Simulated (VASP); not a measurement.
Wanted: the native input for a VASP 6.6.1 run.

```yaml
Task: relaxation of cell and atoms
Functional: PBEsol
Potentials_or_basis: VASP PAW PBE potentials, release 64 (Hf_pv, B)
Cutoff: 600 eV
k_mesh: 10 × 10 × 8
Occupations: fermi-dirac, width 0.05 eV
Spin: no spin polarisation
Dipole_correction: no
Further_INCAR_settings: ALGO = Normal; EDIFF = 1e-06; IBRION = 2; EDIFFG = -0.01; NSW = 80; ISIF = 3
```

The structure of HfB2 lies in POSCAR:

```
HfB2
1.0
    3.1400000000      0.0000000000      0.0000000000
   -1.5700000000      2.7193197679      0.0000000000
    0.0000000000      0.0000000000      3.4800000000
Hf B
1 2
Direct
    0.0000000000      0.0000000000      0.0000000000
    0.3333330000      0.6666670000      0.5000000000
    0.6666670000      0.3333330000      0.5000000000
```

The input as run:

INCAR

```
SYSTEM = HfB2
  ALGO = Normal
  EDIFF = 1E-6
  EDIFFG = -0.01
  ENCUT = 600
  GGA = PS
  IBRION = 2
  ISIF = 3
  ISMEAR = -1
  LASPH = .TRUE.
  LCHARG = .FALSE.
  LREAL = .FALSE.
  LWAVE = .FALSE.
  NELM = 80
  NSW = 80
  PREC = Accurate
  SIGMA = 0.05
```

KPOINTS

```
k-points
0
G
  10 10 8
  0 0 0
```

Potentials or basis: VASP PAW PBE potentials, release 64 (Hf_pv, B).

Run with:

```bash
$ cat potpaw_PBE.64/Hf_pv/POTCAR potpaw_PBE.64/B/POTCAR > POTCAR
$ mpirun -np 1 vasp_std > vasp.out
```

Results of the run:

```
Relaxed volume                         : 9.73 Å³/atom
Relaxed cell                           : a = 3.125 Å, b = 3.125 Å, c = 3.452 Å, α = 90.00°, β = 90.00°, γ = 120.00°
Space group after relaxing (to 0.05 Å) : P6/mmm (No. 191)
Energy gained by relaxing              : 2.5 meV/atom
Ionic steps                            : 5
Pressure after relaxing                : 0.1 GPa
Band gap on the k mesh                 : zero (band 8 reaches 8.24 eV, above the bottom of band 9 at 7.43 eV)
```

Caveat: the PAW data sets were made with another functional, which shifts forces and pressure a little; spin-orbit coupling is left out, which moves the levels of the heavy elements.

Run time: 43 s on 1 thread of Intel(R) Xeon(R) 6975P-C (Granite Rapids), with other jobs on the host, peak memory 0.18 GiB.
